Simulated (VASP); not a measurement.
# SiC (rocksalt type) (Fm-3m) in VASP: notebook

SiC (rocksalt type) is run at these levels: LDA; tasks: single point, relaxation of cell and atoms.

Program: VASP 6.6.1. These are calculated values, not measurements. Logs are shortened: lines on timing, memory, paths and dates and some standing lists are left out, and cuts for length are marked.

## Step 1: The cell of the first run

The structure is cubic, space group Fm-3m (No. 225). Conventional cell: a = 3.840 Å, b = 3.840 Å, c = 3.840 Å, α = 90.00°, β = 90.00°, γ = 90.00°. Within 2.5 Å of Si (site symmetry m-3m) lie 6 C at 1.92 Å. Within 2.5 Å of C (site symmetry m-3m) lie 6 Si at 1.92 Å.

## Step 2: Single point, LDA (volume scaled by 0.88)

Input file INCAR:

```
PREC = Accurate
ENCUT = 520
EDIFF = 1E-7
ISMEAR = -1
SIGMA = 0.05
LREAL = F
LASPH = T
NELM = 100
ALGO = Normal
ISIF = 2
LWAVE = F
LCHARG = T
GGA = CA
LELF = T
LVHAR = T
NBANDS = 11
```

Input file KPOINTS:

```
Automatic mesh
0
Gamma
  15 15 15
```

Input file POSCAR:

```
SiC
1.0
    0.0000000000      1.9200323840      1.9200323840
    1.9200323840      0.0000000000      1.9200323840
    1.9200323840      1.9200323840      0.0000000000
Si C
1 1
Direct
    0.0000000000      0.0000000000      0.0000000000
    0.5000000000      0.5000000000      0.5000000000
```

Potentials or basis: VASP PAW LDA potentials, release 64 (Si, C).

The run is started by

```bash
> cat potpaw_LDA.64/Si/POTCAR potpaw_LDA.64/C/POTCAR > POTCAR
> mpirun -np 1 vasp_std > vasp.out
```

OUTCAR:

```text
PREC = Accurate
   ENCUT = 520
   EDIFF = 1E-7
   ISMEAR = -1
   LREAL = F
   LASPH = T
   NELM = 100
   ISIF = 2
   GGA = CA

 ion  position               nearest neighbor table
   1  0.000  0.000  0.000-   2 1.92   2 1.92   2 1.92   2 1.92   2 1.92   2 1.92
   2  0.500  0.500  0.500-   1 1.92   1 1.92   1 1.92   1 1.92   1 1.92   1 1.92

  LATTYP: Found a face centered cubic cell.
 ALAT       =     3.8400647680

  Lattice vectors:

 A1 = (   0.0000000000,   1.9200323840,   1.9200323840)
 A2 = (   1.9200323840,   0.0000000000,   1.9200323840)
 A3 = (   1.9200323840,   1.9200323840,   0.0000000000)

Analysis of symmetry for initial positions (statically):
=====================================================================
 Subroutine PRICEL returns:
 Original cell was already a primitive cell.

 Routine SETGRP: Setting up the symmetry group for a
 face centered cubic supercell.

 Subroutine GETGRP returns: Found 48 space group operations
[... 9 lines left out ...]

 Routine SETGRP: Setting up the symmetry group for a
 face centered cubic supercell.

 Subroutine GETGRP returns: Found 48 space group operations
[... 11 lines left out ...]
                                     Primitive cell

  volume of cell :      14.1565

  direct lattice vectors                    reciprocal lattice vectors
     0.000000000  1.920032384  1.920032384    -0.260412274  0.260412274  0.260412274
     1.920032384  0.000000000  1.920032384     0.260412274 -0.260412274  0.260412274
     1.920032384  1.920032384  0.000000000     0.260412274  0.260412274 -0.260412274

  length of vectors
     2.715335838  2.715335838  2.715335838     0.451047290  0.451047290  0.451047290

  position of ions in fractional coordinates (direct lattice)
     0.000000000  0.000000000  0.000000000
     0.500000000  0.500000000  0.500000000

  ion indices of the primitive-cell ions
   primitive index   ion index
                 1           1
                 2           2

----------------------------------------------------------------------------------------

 KPOINTS: Automatic mesh

Automatic generation of k-mesh.
 Grid dimensions read from file:
 generate k-points for:   15   15   15

 Generating k-lattice:

  Cartesian coordinates                     Fractional coordinates (reciprocal lattice)
    -0.017360818  0.017360818  0.017360818     0.066666667  0.000000000  0.000000000
     0.017360818 -0.017360818  0.017360818     0.000000000  0.066666667  0.000000000
     0.017360818  0.017360818 -0.017360818     0.000000000  0.000000000  0.066666667

  Length of vectors
     0.030069819  0.030069819  0.030069819

  Shift w.r.t. Gamma in fractional coordinates (k-lattice)
     0.000000000  0.000000000  0.000000000

 Subroutine IBZKPT returns following result:
 ===========================================

 Found    120 irreducible k-points:

 Following reciprocal coordinates:
            Coordinates               Weight
  0.000000  0.000000  0.000000      1.000000
  0.066667  0.000000  0.000000      8.000000
  0.133333  0.000000  0.000000      8.000000
  0.200000  0.000000  0.000000      8.000000
  0.266667  0.000000  0.000000      8.000000
  0.333333  0.000000  0.000000      8.000000
[... 16 lines left out ...]
  0.133333  0.133333  0.000000      6.000000
  0.200000  0.133333  0.000000     24.000000
 [... further k-points ...]
   k-points           NKPTS =    120   k-points in BZ     NKDIM =    120   number of bands    NBANDS=     11
   number of dos      NEDOS =    301   number of ions     NIONS =      2
   total plane-waves  NPLWV =   8000
   dimension x,y,z NGX =    20 NGY =   20 NGZ =   20
   dimension x,y,z NGXF=    40 NGYF=   40 NGZF=   40
   ions per type =               1   1
   NGX,Y,Z   is equivalent  to a cutoff of  12.24, 12.24, 12.24 a.u.
   NGXF,Y,Z  is equivalent  to a cutoff of  24.49, 24.49, 24.49 a.u.
 SYSTEM =  unknown system
   PREC   = accura    normal or accurate (medium, high low for compatibility)
   ISTART =      0    job   : 0-new  1-cont  2-samecut
   ICHARG =      2    charge: 1-file 2-atom 10-const
   ISPIN  =      1    spin polarized calculation?
   LNONCOLLINEAR =      F non collinear calculations
   LSORBIT =      F    spin-orbit coupling
   LASPH  =      T    aspherical Exc in radial PAW
   ENCUT  =  520.0 eV  38.22 Ry    6.18 a.u.   5.05  5.05  5.05*2*pi/ulx,y,z
   NELM   =    100;   NELMIN=  2; NELMDL= -5     # of ELM steps
   EDIFF  = 0.1E-06   stopping-criterion for ELM
   LREAL  =      F    real-space projection
   EDIFFG = 0.1E-05   stopping-criterion for IOM
   NSW    =      0    number of steps for IOM
   IBRION =     -1    ionic relax: 0-MD 1-quasi-New 2-CG
   NFREE  =      0    steps in history (QN), initial steepest desc. (CG)
   ISIF   =      2    stress and relaxation
   ISYM   =      2    0-nonsym 1-usesym 2-fastsym
   POTIM  = 0.5000    time-step for ionic-motion
   TEBEG  =    0.0;   TEEND  =   0.0 temperature during run
   PSTRESS=    0.0 pullay stress
[... 110 lines left out ...]
     10      28.5261      0.00000
     11      28.9454      0.00000

 k-point     6 :       0.3333    0.0000    0.0000
  band No.  band energies     occupation
      1      -2.3181      2.00000
      2       6.3077      2.00000
      3      13.8037      2.00000
      4      13.8037      2.00000
      5      21.9420      0.00000
      6      21.9420      0.00000
      7      22.2427      0.00000
      8      27.0789      0.00000
      9      29.9873      0.00000
     10      30.3972      0.00000
     11      30.3972      0.00000

 k-point     7 :       0.4000    0.0000    0.0000
  band No.  band energies     occupation
      1      -1.0699      2.00000
      2       4.2884      2.00000
      3      13.6298      2.00000
      4      13.6298      2.00000
      5      21.3237      0.00000
      6      21.3237      0.00000
      7      22.1187      0.00000
      8      26.6157      0.00000
      9      30.8945      0.00000
     10      32.3628      0.00000
     11      32.3628      0.00000

 k-point     8 :       0.4667    0.0000    0.0000
  band No.  band energies     occupation
      1       0.2540      2.00000
      2       2.5716      2.00000
      3      13.5420      2.00000
      4      13.5420      2.00000
      5      21.0088      0.00000
      6      21.0088      0.00000
      7      22.0684      0.00000
      8      26.3605      0.00000
      9      31.4337      0.00000
     10      33.9087      0.00000
     11      33.9087      0.00000
[... 141 lines left out ...]
 k-point    19 :      -0.2667    0.0667    0.0000
  band No.  band energies     occupation
      1      -2.9374      2.00000
      2       7.8203      2.00000
      3      12.9312      2.00000
      4      14.3192      2.00000
      5      22.1387      0.00000
      6      22.5906      0.00000
      7      22.7469      0.00000
      8      27.9603      0.00000
      9      28.0588      0.00000
     10      28.7360      0.00000
     11      31.1827      0.00000

 k-point    20 :      -0.2000    0.0667    0.0000
  band No.  band energies     occupation
      1      -3.8384      2.00000
      2      10.0055      2.00000
      3      13.2104      2.00000
      4      14.6708      1.99993
      5      22.9637      0.00000
      6      23.0570      0.00000
      7      23.6886      0.00000
      8      26.4177      0.00000
      9      26.9878      0.00000
     10      29.1289      0.00000
     11      29.6705      0.00000

 k-point    21 :      -0.1333    0.0667    0.0000
  band No.  band energies     occupation
      1      -4.5107      2.00000
      2      12.1077      2.00000
      3      13.6107      2.00000
      4      14.9387      1.98592
      5      23.2284      0.00000
      6      24.2163      0.00000
      7      24.6435      0.00000
      8      25.2640      0.00000
      9      26.2679      0.00000
     10      28.2969      0.00000
     11      29.7147      0.00000

 k-point    22 :      -0.0667    0.0667    0.0000
  band No.  band energies     occupation
      1      -4.9483      2.00000
      2      13.7456      2.00000
      3      14.1845      2.00000
      4      15.0418      1.89432
      5      23.4733      0.00000
      6      24.3267      0.00000
      7      24.7189      0.00000
      8      25.9773      0.00000
      9      26.2509      0.00000
     10      27.6835      0.00000
     11      29.9364      0.00000

 k-point    23 :       0.1333    0.1333    0.0000
  band No.  band energies     occupation
      1      -4.6299      2.00000
      2      13.6876      2.00000
      3      13.6876      2.00000
      4      13.8827      2.00000
      5      21.6649      0.00000
      6      23.1371      0.00000
      7      26.0792      0.00000
      8      26.0792      0.00000
      9      26.8158      0.00000
     10      30.3103      0.00000
     11      30.5644      0.00000

 k-point    24 :       0.2000    0.1333    0.0000
  band No.  band energies     occupation
      1      -4.1937      2.00000
      2      12.1635      2.00000
      3      13.1960      2.00000
      4      13.8486      2.00000
      5      21.2258      0.00000
      6      21.8601      0.00000
      7      26.2455      0.00000
      8      26.5750      0.00000
      9      27.9433      0.00000
     10      29.5738      0.00000
     11      30.7680      0.00000

 [... further k-points ...]
[... 5 lines left out ...]
  --------------------------------------------------------------------------------------
  -------------------------------------------------------------------------------------
  Total        4.0945103      4.0945103      4.0945103      0.0000000      0.0000000     -0.0000000
  in kB      463.4009184    463.4009184    463.4009184      0.0000000      0.0000000     -0.0000000
  external PRESSURE =     463.4009184 kB  Pullay stress =       0.0000000 kB

 VOLUME and BASIS-vectors are now :
 -----------------------------------------------------------------------------
  energy-cutoff  :      520.00
  volume of cell :       14.16
      direct lattice vectors                 reciprocal lattice vectors
     0.000000000  1.920032384  1.920032384    -0.260412274  0.260412274  0.260412274
     1.920032384  0.000000000  1.920032384     0.260412274 -0.260412274  0.260412274
     1.920032384  1.920032384  0.000000000     0.260412274  0.260412274 -0.260412274

 POSITION                                       TOTAL-FORCE (eV/Angst)
 -----------------------------------------------------------------------------------
      0.00000      0.00000      0.00000        -0.000000     -0.000000      0.000000
      1.92003      1.92003      1.92003         0.000000      0.000000     -0.000000
 -----------------------------------------------------------------------------------
    total drift:                                0.000000      0.000000      0.000000

  FREE ENERGIE OF THE ION-ELECTRON SYSTEM (eV)
  ---------------------------------------------------
  free  energy   TOTEN  =       -15.0494386889 eV

  energy  without entropy=      -15.0492098496  energy(sigma->0) =      -15.04932427
```

It took 18 s on 1 thread of AMD EPYC 7R43 (Zen 3), shared host; peak memory 0.09 GiB.

What came out:

| Quantity | Value |
| --- | --- |
| Free energy | -15.0494 eV |
| Pressure | 46.3 GPa |
| Band gap on the k mesh | 0.22 eV, indirect (least direct gap 5.16 eV) |

Caveat: the cell differs from its parent crystal (volume scaled by 0.88). A k mesh can miss the band edges.

## Step 3: Single point, LDA (volume scaled by 0.94)

Input file INCAR:

```
SYSTEM = SiC
  PREC = Accurate
  ENCUT = 520
  EDIFF = 1E-6
  ISMEAR = -1
  SIGMA = 0.05
  LREAL = .FALSE.
  LASPH = .TRUE.
  NELM = 60
  ALGO = Normal
  ISIF = 2
  LWAVE = .FALSE.
  LCHARG = .FALSE.
  NBANDS = 11
```

Input file KPOINTS:

```
Automatic mesh
0
G
  15 15 15
  0 0 0
```

Input file POSCAR:

```
SiC
1.0
    0.0000000000      1.9627136712      1.9627136712
    1.9627136712      0.0000000000      1.9627136712
    1.9627136712      1.9627136712      0.0000000000
Si C
1 1
Direct
    0.0000000000      0.0000000000      0.0000000000
    0.5000000000      0.5000000000      0.5000000000
```

Potentials or basis: VASP PAW LDA potentials, release 64 (Si, C).

The run is started by

```bash
> cat potpaw_LDA.64/Si/POTCAR potpaw_LDA.64/C/POTCAR > POTCAR
> mpirun -np 1 vasp_std > vasp.out
```

Run time: 24 s. Hardware: 1 thread of AMD EPYC 7R43 (Zen 3), shared host; peak memory 0.1 GiB.

Results (log left out):

- Free energy: -15.2442 eV
- Pressure: 19.6 GPa
- Band gap on the k mesh: zero (band 4 reaches 13.93 eV, above the bottom of band 5 at 13.64 eV)

Levels at points of the mesh, in eV from the Fermi level:
```csv
k point,band 2,band 3,band 4,band 5,band 6,band 7
"(0.00, 0.00, 0.00)",-0.05,-0.05,-0.05,8.89,8.89,8.89
```

Caveat: the cell differs from its parent crystal (volume scaled by 0.94).

## Step 4: Single point, LDA

This run uses another cell than the first one, of 8.04 Å³/atom, 1.136 times its volume.

Input file INCAR:

```
PREC = Accurate ; ENCUT = 520
EDIFF = 1E-6 ; ISMEAR = -1
SIGMA = 0.05 ; LREAL = F
LASPH = T ; NELM = 100
ALGO = Normal ; ISIF = 2
LWAVE = F ; LCHARG = F
NBANDS = 11
```

Input file KPOINTS:

```
regular mesh
0
Gamma
  15 15 15
```

Input file POSCAR:

```
SiC
1.0
    0.0000000000      2.0036152552      2.0036152552
    2.0036152552      0.0000000000      2.0036152552
    2.0036152552      2.0036152552      0.0000000000
Si C
1 1
Direct
    0.0000000000      0.0000000000      0.0000000000
    0.5000000000      0.5000000000      0.5000000000
```

The run is started by

```bash
> cat potpaw_LDA.64/Si/POTCAR potpaw_LDA.64/C/POTCAR > POTCAR
> mpirun -np 1 vasp_std > vasp.out
```

It took 21 s on 1 thread of AMD EPYC 7R43 (Zen 3), shared host; peak memory 0.1 GiB.

Results (log left out):

| Item | Value |
| --- | --- |
| Free energy | -15.3030 eV |
| Pressure | 0.8 GPa |
| Band gap on the k mesh | zero (band 4 reaches 12.92 eV, above the bottom of band 5 at 12.19 eV) |

Levels at points of the mesh, in eV from the Fermi level:
```tsv
k point	band 1	band 2	band 3	band 4	band 5	band 6	band 7	band 8	band 9
(0.00, 0.00, 0.00)	-18.68	0.03	0.03	0.03	8.17	8.97	8.97	8.97	12.94
```

## Step 5: Single point, LDA

This run uses another cell than the first one, of 8.04 Å³/atom, 1.136 times its volume.

Input file INCAR:

```
SYSTEM = SiC
  PREC = Accurate
  ENCUT = 520
  EDIFF = 1E-6
  ISMEAR = -1
  SIGMA = 0.05
  LREAL = .FALSE.
  LASPH = .TRUE.
  NELM = 80
  ALGO = Normal
  ISIF = 2
  LWAVE = .FALSE.
  LCHARG = .FALSE.
  GGA = CA
  NBANDS = 11
```

Input file KPOINTS:

```
Automatic mesh
0
G
  15 15 15
  0 0 0
```

POSCAR is that of step 4.

The run is started by

```bash
> cat potpaw_LDA.64/Si/POTCAR potpaw_LDA.64/C/POTCAR > POTCAR
> mpirun -np 1 vasp_std > vasp.out
```

Run time: 16 s. Hardware: 1 thread of AMD EPYC 7R43 (Zen 3), shared host; peak memory 0.1 GiB.

Results (log left out):

```yaml
Free_energy: -15.3030 eV
Pressure: 0.8 GPa
Band_gap_on_the_k_mesh: zero (band 4 reaches 12.92 eV, above the bottom of band 5 at 12.19 eV)
```

Levels at points of the mesh, in eV from the Fermi level:
```
           k point  band 1  band 2  band 3  band 4  band 5  band 6  band 7  band 8
(0.00, 0.00, 0.00)  -18.68    0.03    0.03    0.03    8.17    8.97    8.97    8.97
```

## Step 6: Relaxation of cell and atoms, LDA

This run uses another cell than the first one, of 10.00 Å³/atom, 1.413 times its volume.

Input file INCAR:

```
PREC = Accurate
ENCUT = 600
EDIFF = 1E-6
ISMEAR = -1
SIGMA = 0.05
LREAL = False
LASPH = True
NELM = 60
ALGO = Normal
ISIF = 3
LWAVE = False
LCHARG = False
GGA = CA
IBRION = 2
NSW = 60
EDIFFG = -0.005
```

Input file KPOINTS:

```
Automatic mesh
0
Gamma
  15 15 15
```

Input file POSCAR:

```
SiC
1.0
    0.0000000000      2.1544346900      2.1544346900
    2.1544346900      0.0000000000      2.1544346900
    2.1544346900      2.1544346900      0.0000000000
Si C
1 1
Direct
    0.0000000000      0.0000000000      0.0000000000
    0.5000000000      0.5000000000      0.5000000000
```

Potentials or basis: VASP PAW LDA potentials, release 64 (Si, C).

The run is started by

```bash
> cat potpaw_LDA.64/Si/POTCAR potpaw_LDA.64/C/POTCAR > POTCAR
> mpirun -np 1 vasp_std > vasp.out
```

Wall time 51 s (1 thread of AMD EPYC 7R43 (Zen 3), shared host); peak memory 0.11 GiB.

It converged, with:

```
Free energy                            : -15.3113 eV
Relaxed volume                         : 8.06 Å³/atom
Relaxed cell                           : a = 2.835 Å, b = 2.835 Å, c = 2.835 Å, α = 60.00°, β = 60.00°, γ = 60.00°
Space group after relaxing (to 0.05 Å) : Fm-3m (No. 225)
Energy gained by relaxing              : 265.4 meV/atom
Ionic steps                            : 6
Pressure after relaxing                : 0.0 GPa
Band gap on the k mesh                 : zero (band 4 reaches 12.89 eV, above the bottom of band 5 at 12.15 eV)
```

Step by step:
```tsv
step	energy change (eV)	largest force (eV/Å)	pressure (GPa)	volume (Å³)
1	0.0000	0.0000	-36.09	20.00
2	-0.2838	0.0000	45.86	14.16
3	-0.5307	0.0000	-0.74	16.16
4	-0.5308	0.0000	0.47	16.09
5	-0.5308	0.0000	-0.40	16.14
6	-0.5308	0.0000	0.00	16.11
```

Final structure:
```xyz
2
Lattice="0.0000 2.0048 2.0048 2.0048 0.0000 2.0048 2.0048 2.0048 0.0000" Properties=species:S:1:pos:R:3 pbc="T T T"
Si    0.0000    0.0000    0.0000
C     2.0048    2.0048    2.0048
```

Levels at points of the mesh, in eV from the Fermi level:
```tsv
k point	band 1	band 2	band 3	band 4	band 5	band 6	band 7	band 8
(0.00, 0.00, 0.00)	-18.66	0.03	0.03	0.03	8.14	8.97	8.97	8.97
```

Caveat: the volume moved by over 15 % at a fixed basis, so the end points are rough.

## Step 7: Overview

| task | cell | cutoff (eV) | gap on the mesh (eV) | pressure (GPa) |
| --- | --- | --- | --- | --- |
| single point | a = 2.715 Å, angles 60.0°, 2 atoms | 520 | 0.22 | 46.3 |
| single point | a = 2.776 Å, angles 60.0°, 2 atoms | 520 | none | 19.6 |
| single point | a = 2.834 Å, angles 60.0°, 2 atoms | 520 | none | 0.8 |
| relaxation of cell and atoms | relaxed from a = 3.047 Å, angles 60.0°, 2 atoms | 600 | none | 0.0 |

Alike in all rows: level LDA; potentials or basis VASP PAW LDA potentials, release 64 (Si, C); no spin polarisation; k mesh 15 × 15 × 15; smearing fermi-dirac 0.05 eV.

Caveats: the volume moved by over 15 % at a fixed basis, so the end points are rough (some runs).

Absolute energies hang on the potentials; compare differences alone.
